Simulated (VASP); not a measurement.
# ScPd (Pm-3m) in VASP: single point with LDA

Aim: the single point of ScPd with LDA.

Program: VASP 6.6.1. These are calculated values, not measurements. Logs are shortened: lines on timing, memory, paths and dates and some standing lists are left out, and cuts for length are marked.

## 1. The cell of the first run

The structure is cubic, space group Pm-3m (No. 221). The conventional cell has a = 3.283 Å, b = 3.283 Å, c = 3.283 Å, α = 90.00°, β = 90.00°, γ = 90.00°. Within 3.7 Å of Sc (site symmetry m-3m) lie 8 Pd at 2.84 Å and 6 Sc at 3.28 Å. Within 3.7 Å of Pd (site symmetry m-3m) lie 8 Sc at 2.84 Å and 6 Pd at 3.28 Å.

## 2. Single point, LDA

INCAR

```
SYSTEM = ScPd
PREC     = Accurate       ! precision mode
ENCUT    = 500            ! plane-wave cutoff, eV
EDIFF    = 1E-6           ! SCF threshold, eV
ISMEAR   = 1              ! smearing method
SIGMA    = 0.1            ! smearing width, eV
LREAL    = .FALSE.        ! projectors in reciprocal space
LASPH    = .TRUE.         ! aspherical terms in the spheres
NELM     = 120            ! most SCF steps
ALGO     = Normal         ! electronic algorithm
ISIF     = 2              ! what is computed and relaxed
LWAVE    = .FALSE.        ! write WAVECAR
LCHARG   = .FALSE.        ! write CHGCAR
NBANDS   = 18             ! bands
GGA_COMPAT= .FALSE.
```

KPOINTS

```
Automatic mesh
0
G
  7 7 7
  0 0 0
```

POSCAR

```
ScPd
1.0
    3.2830000000      0.0000000000      0.0000000000
    0.0000000000      3.2830000000      0.0000000000
    0.0000000000      0.0000000000      3.2830000000
Sc Pd
1 1
Direct
    0.5000000000      0.5000000000      0.5000000000
    0.0000000000      0.0000000000      0.0000000000
```

Potentials or basis: VASP PAW LDA potentials, release 64 (Sc_sv, Pd).

Launch:

```
cat potpaw_LDA.64/Sc_sv/POTCAR potpaw_LDA.64/Pd/POTCAR > POTCAR
mpirun -np 1 vasp_std > vasp.out
```

OUTCAR:

```text
SYSTEM = ScPd
   PREC = Accurate
   ENCUT = 500
   EDIFF = 1E-6
   ISMEAR = 1
   LREAL = .FALSE.
   LASPH = .TRUE.
   NELM = 120
   ISIF = 2

 ion  position               nearest neighbor table
   1  0.500  0.500  0.500-   2 2.84   2 2.84   2 2.84   2 2.84   2 2.84   2 2.84   2 2.84   2 2.84

   2  0.000  0.000  0.000-   1 2.84   1 2.84   1 2.84   1 2.84   1 2.84   1 2.84   1 2.84   1 2.84

  LATTYP: Found a simple cubic cell.
 ALAT       =     3.2830000000

  Lattice vectors:

 A1 = (   3.2830000000,   0.0000000000,   0.0000000000)
 A2 = (   0.0000000000,   3.2830000000,   0.0000000000)
 A3 = (   0.0000000000,   0.0000000000,   3.2830000000)

Analysis of symmetry for initial positions (statically):
=====================================================================
 Subroutine PRICEL returns:
 Original cell was already a primitive cell.

 Routine SETGRP: Setting up the symmetry group for a
 simple cubic supercell.

 Subroutine GETGRP returns: Found 48 space group operations
 (whereof 48 operations were pure point group operations)
 out of a pool of 48 trial point group operations.

The static configuration has the point symmetry O_h .

Analysis of symmetry for dynamics (positions and initial velocities):
=====================================================================
 Subroutine PRICEL returns:
 Original cell was already a primitive cell.

 Routine SETGRP: Setting up the symmetry group for a
 simple cubic supercell.

 Subroutine GETGRP returns: Found 48 space group operations
 (whereof 48 operations were pure point group operations)
 out of a pool of 48 trial point group operations.

The dynamic configuration has the point symmetry O_h .

 Subroutine INISYM returns: Found 48 space group operations
 (whereof 48 operations are pure point group operations),
 and found     1 'primitive' translations

----------------------------------------------------------------------------------------

                                     Primitive cell

  volume of cell :      35.3845

  direct lattice vectors                    reciprocal lattice vectors
     3.283000000  0.000000000  0.000000000     0.304599452  0.000000000  0.000000000
     0.000000000  3.283000000  0.000000000     0.000000000  0.304599452  0.000000000
     0.000000000  0.000000000  3.283000000     0.000000000  0.000000000  0.304599452

  length of vectors
     3.283000000  3.283000000  3.283000000     0.304599452  0.304599452  0.304599452

  position of ions in fractional coordinates (direct lattice)
     0.500000000  0.500000000  0.500000000
     0.000000000  0.000000000  0.000000000

  ion indices of the primitive-cell ions
   primitive index   ion index
                 1           1
                 2           2

----------------------------------------------------------------------------------------

 KPOINTS: Automatic mesh

Automatic generation of k-mesh.
 Grid dimensions read from file:
 generate k-points for:    7    7    7

 Generating k-lattice:

  Cartesian coordinates                     Fractional coordinates (reciprocal lattice)
     0.043514207  0.000000000  0.000000000     0.142857143  0.000000000  0.000000000
     0.000000000  0.043514207  0.000000000     0.000000000  0.142857143  0.000000000
     0.000000000  0.000000000  0.043514207     0.000000000  0.000000000  0.142857143

  Length of vectors
     0.043514207  0.043514207  0.043514207

  Shift w.r.t. Gamma in fractional coordinates (k-lattice)
     0.000000000  0.000000000  0.000000000

 Subroutine IBZKPT returns following result:
 ===========================================

 Found     20 irreducible k-points:

 Following reciprocal coordinates:
            Coordinates               Weight
  0.000000  0.000000  0.000000      1.000000
  0.142857  0.000000  0.000000      6.000000
  0.285714  0.000000  0.000000      6.000000
  0.428571  0.000000  0.000000      6.000000
  0.142857  0.142857  0.000000     12.000000
  0.285714  0.142857  0.000000     24.000000
[... 12 lines left out ...]
  0.428571  0.428571  0.285714     24.000000
  0.428571  0.428571  0.428571      8.000000
   k-points           NKPTS =     20   k-points in BZ     NKDIM =     20   number of bands    NBANDS=     18
   number of dos      NEDOS =    301   number of ions     NIONS =      2
   total plane-waves  NPLWV =  13824
   dimension x,y,z NGX =    24 NGY =   24 NGZ =   24
   dimension x,y,z NGXF=    48 NGYF=   48 NGZF=   48
   ions per type =               1   1
   NGX,Y,Z   is equivalent  to a cutoff of  12.15, 12.15, 12.15 a.u.
   NGXF,Y,Z  is equivalent  to a cutoff of  24.31, 24.31, 24.31 a.u.
 SYSTEM =  ScPd
   PREC   = accura    normal or accurate (medium, high low for compatibility)
   ISTART =      0    job   : 0-new  1-cont  2-samecut
   ICHARG =      2    charge: 1-file 2-atom 10-const
   ISPIN  =      1    spin polarized calculation?
   LNONCOLLINEAR =      F non collinear calculations
   LSORBIT =      F    spin-orbit coupling
   LASPH  =      T    aspherical Exc in radial PAW
   ENCUT  =  500.0 eV  36.75 Ry    6.06 a.u.   5.99  5.99  5.99*2*pi/ulx,y,z
   NELM   =    120;   NELMIN=  2; NELMDL= -5     # of ELM steps
   EDIFF  = 0.1E-05   stopping-criterion for ELM
   LREAL  =      F    real-space projection
[... 7 lines left out ...]
   TEBEG  =    0.0;   TEEND  =   0.0 temperature during run
   PSTRESS=    0.0 pullay stress
   NELECT =      21.0000    total number of electrons
   NUPDOWN=      -1.0000    fix difference up-down
   EMIN   =  10.00;   EMAX   =-10.00  energy-range for DOS
   EFERMI =   0.00;   METHOD = LEGACY
   ISMEAR =     1;   SIGMA  =   0.10  broadening in eV -4-tet -1-fermi 0-gaus
   EFERMI_NEDOS =   21; number of points for ismear=-14 and -15
   IALGO  =     38    algorithm
   IMIX   =      4    mixing-type and parameters
     AMIX     =   0.40;   BMIX     =  1.00
     AMIX_MAG =   1.60;   BMIX_MAG =  1.00
  volume/ion in A,a.u.               =      17.69       119.39
  Fermi-wavevector in a.u.,A,eV,Ry     =   1.375763  2.599816 25.752082  1.892725
  Thomas-Fermi vector in A             =   2.501069
   LORBIT       =      0    0 simple, 1 ext, 2 COOP (PROOUT), +10 PAW based schemes
   GGA     = CA    functional components
   LHFCALC =     F    Hartree Fock is set to
   AEXX    =    0.0000 exact exchange contribution
   IVDW    =     0    specifies the selected vdW correction
   LEPSILON=     F    determine dielectric tensor
   LRPA    =     F    only Hartree local field effects (RPA)
 non-spin polarized calculation
 Methfessel and Paxton  Order N= 1 SIGMA  =   0.10
  energy-cutoff  :      500.00
  volume of cell :       35.38
 maximum number of plane-waves:       916
 NGX is ok and might be reduce to    24
   NGX = 11   NGY = 11   NGZ = 11

 number of electron      21.0000005 magnetization

 Free energy of the ion-electron system (eV)
  ---------------------------------------------------
  ext. energy  EPLUGINS =         0.00000000
  ---------------------------------------------------
  free energy    TOTEN  =       -14.97464529 eV

  energy without entropy =      -14.96740731  energy(sigma->0) =      -14.97223263

 E-fermi :   7.0712     XC(G=0): -12.0183

 val. band max:        7.0598071693   @ k =   0.4286   0.2857   0.1429
 cond. band min:       7.0818339908   @ k =   0.4286   0.4286   0.2857
 fundamental gap:      0.0220268215
 Fermi energy:         7.0712298428

 k-point     1 :       0.0000    0.0000    0.0000
  band No.  band energies     occupation
      1     -42.0403      2.00000
      2     -20.9066      2.00000
      3     -20.9066      2.00000
      4     -20.9066      2.00000
      5       0.4481      2.00000
      6       2.5197      2.00000
[... 10 lines left out ...]
     17      14.8013      0.00000
     18      14.8013      0.00000

 k-point     2 :       0.1429    0.0000    0.0000
  band No.  band energies     occupation
      1     -42.0362      2.00000
      2     -20.9501      2.00000
      3     -20.9040      2.00000
      4     -20.9040      2.00000
      5       0.7969      2.00000
      6       2.6349      2.00000
[... 10 lines left out ...]
     17      15.7404      0.00000
     18      15.7404      0.00000

 k-point     3 :       0.2857    0.0000    0.0000
  band No.  band energies     occupation
      1     -42.0271      2.00000
      2     -21.0466      2.00000
      3     -20.8983      2.00000
      4     -20.8983      2.00000
      5       1.7244      2.00000
      6       2.9252      2.00000
[... 10 lines left out ...]
     17      17.8089      0.00000
     18      17.8089      0.00000

 k-point     4 :       0.4286    0.0000    0.0000
  band No.  band energies     occupation
      1     -42.0197      2.00000
      2     -21.1228      2.00000
      3     -20.8936      2.00000
      4     -20.8936      2.00000
      5       2.6432      2.00000
      6       3.2027      2.00000
[... 10 lines left out ...]
     17      20.2920      0.00000
     18      20.2920      0.00000

 k-point     5 :       0.1429    0.1429    0.0000
  band No.  band energies     occupation
      1     -42.0323      2.00000
      2     -20.9505      2.00000
      3     -20.9427      2.00000
      4     -20.9012      2.00000
      5       1.1224      2.00000
      6       2.7644      2.00000
[... 10 lines left out ...]
     17      14.7166      0.00000
     18      16.4283      0.00000

 k-point     6 :       0.2857    0.1429    0.0000
  band No.  band energies     occupation
      1     -42.0234      2.00000
      2     -21.0413      2.00000
      3     -20.9385      2.00000
      4     -20.8947      2.00000
      5       1.9558      2.00000
      6       3.0171      2.00000
[... 10 lines left out ...]
     17      16.1376      0.00000
     18      18.1682      0.00000

 k-point     7 :       0.4286    0.1429    0.0000
  band No.  band energies     occupation
      1     -42.0162      2.00000
      2     -21.1157      2.00000
      3     -20.9324      2.00000
      4     -20.8895      2.00000
      5       2.7327      2.00000
      6       3.2789      2.00000
[... 10 lines left out ...]
     17      17.8786      0.00000
     18      19.9112      0.00000

 k-point     8 :       0.2857    0.2857    0.0000
  band No.  band energies     occupation
      1     -42.0150      2.00000
      2     -21.0346      2.00000
      3     -21.0227      2.00000
      4     -20.8866      2.00000
      5       2.3853      2.00000
      6       3.0292      2.00000
[... 10 lines left out ...]
     17      14.8139      0.00000
     18      19.2338      0.00000
[... 145 lines left out ...]
     17      15.6342      0.00000
     18      17.5681      0.00000

 k-point    16 :       0.4286    0.4286    0.1429
  band No.  band energies     occupation
      1     -41.9982      2.00000
      2     -21.0848      2.00000
      3     -21.0830      2.00000
      4     -20.9126      2.00000
      5       2.6376      2.00000
      6       2.9533      2.00000
[... 10 lines left out ...]
     17      14.7266      0.00000
     18      15.8190      0.00000

 k-point    17 :       0.2857    0.2857    0.2857
  band No.  band energies     occupation
      1     -42.0030      2.00000
      2     -21.0179      2.00000
      3     -21.0137      2.00000
      4     -21.0137      2.00000
      5       3.1243      2.00000
      6       3.5785      2.00000
[... 10 lines left out ...]
     17      14.5871      0.00000
     18      14.9634      0.00000

 k-point    18 :       0.4286    0.2857    0.2857
  band No.  band energies     occupation
      1     -41.9964      2.00000
      2     -21.0853      2.00000
      3     -21.0088      2.00000
      4     -21.0065      2.00000
      5       3.0183      2.00000
      6       3.4459      2.00000
[... 10 lines left out ...]
     17      15.2425      0.00000
     18      16.2688      0.00000

 k-point    19 :       0.4286    0.4286    0.2857
  band No.  band energies     occupation
      1     -41.9898      2.00000
      2     -21.0775      2.00000
      3     -21.0769      2.00000
      4     -21.0015      2.00000
      5       2.9581      2.00000
      6       3.3881      2.00000
[... 10 lines left out ...]
     17      14.1512      0.00000
     18      15.7252      0.00000

 k-point    20 :       0.4286    0.4286    0.4286
  band No.  band energies     occupation
      1     -41.9831      2.00000
      2     -21.0720      2.00000
      3     -21.0720      2.00000
      4     -21.0713      2.00000
      5       3.1670      2.00000
      6       3.2780      2.00000
[... 10 lines left out ...]
     17      14.8248      0.00000
     18      14.8248      0.00000

------------------------ aborting loop because EDIFF is reached ----------------------------------------

  FORCE on cell =-STRESS in cart. coord.  units (eV):
  Direction    XX          YY          ZZ          XY          YZ          ZX
  --------------------------------------------------------------------------------------
  -------------------------------------------------------------------------------------
  Total       -1.1073681     -1.1073681     -1.1073681     -0.0000000     -0.0000000     -0.0000000
  in kB      -50.1406466    -50.1406466    -50.1406466     -0.0000000     -0.0000000     -0.0000000
  external PRESSURE =     -50.1406466 kB  Pullay stress =       0.0000000 kB

 VOLUME and BASIS-vectors are now :
 -----------------------------------------------------------------------------
  energy-cutoff  :      500.00
  volume of cell :       35.38
      direct lattice vectors                 reciprocal lattice vectors
     3.283000000  0.000000000  0.000000000     0.304599452  0.000000000  0.000000000
     0.000000000  3.283000000  0.000000000     0.000000000  0.304599452  0.000000000
     0.000000000  0.000000000  3.283000000     0.000000000  0.000000000  0.304599452

 POSITION                                       TOTAL-FORCE (eV/Angst)
 -----------------------------------------------------------------------------------
      1.64150      1.64150      1.64150         0.000000      0.000000      0.000000
      0.00000      0.00000      0.00000         0.000000      0.000000      0.000000
 -----------------------------------------------------------------------------------
    total drift:                                0.000000      0.000000     -0.000000

  FREE ENERGIE OF THE ION-ELECTRON SYSTEM (eV)
  ---------------------------------------------------
  free  energy   TOTEN  =       -14.9746452918 eV

  energy  without entropy=      -14.9674073132  energy(sigma->0) =      -14.97223263
```

It took 5.4 s on 1 thread of Intel Xeon Platinum 8488C (Sapphire Rapids), shared host; peak memory 0.12 GiB.

What came out:

- Free energy: -14.9746 eV
- Pressure: -5.0 GPa
